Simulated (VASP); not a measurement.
A run of VASP 6.6.1:

File INCAR:

```
PREC = Accurate
ENCUT = 520
EDIFF = 1E-6
ISMEAR = -1
SIGMA = 0.06122561905347299
LREAL = False
LASPH = True
NELM = 60
ALGO = Normal
ISIF = 2
LWAVE = False
LCHARG = True
GGA = PE
LELF = True
LVHAR = True
NBANDS = 11
```

The input KPOINTS:

```
regular mesh
0
Gamma
  21 21 21
```

The input POSCAR:

```
Pt
1.0
    2.6257084709      0.0000000000      0.0000000000
    0.0000000000      2.6257084709      0.0000000000
    0.0000000000      0.0000000000      2.6257084709
Pt
1
Direct
    0.0000000000      0.0000000000      0.0000000000
```

Potentials or basis: VASP PAW PBE potentials, release 64 (Pt).

Command:

```sh
$ cat potpaw_PBE.64/Pt/POTCAR > POTCAR
$ mpirun -np 1 vasp_std > vasp.out
```

Hardware: 1 thread of Intel(R) Xeon(R) Platinum 8259CL CPU @ 2.50GHz (Skylake/Cascade Lake), on a shared host.

Problem. How long does it take, and how much memory?

Solution. Wall time 38 s on 1 thread of Intel(R) Xeon(R) Platinum 8259CL CPU @ 2.50GHz (Skylake/Cascade Lake), on a shared host, peak memory 0.17 GiB. Counts: scf iterations 11, k points 286.
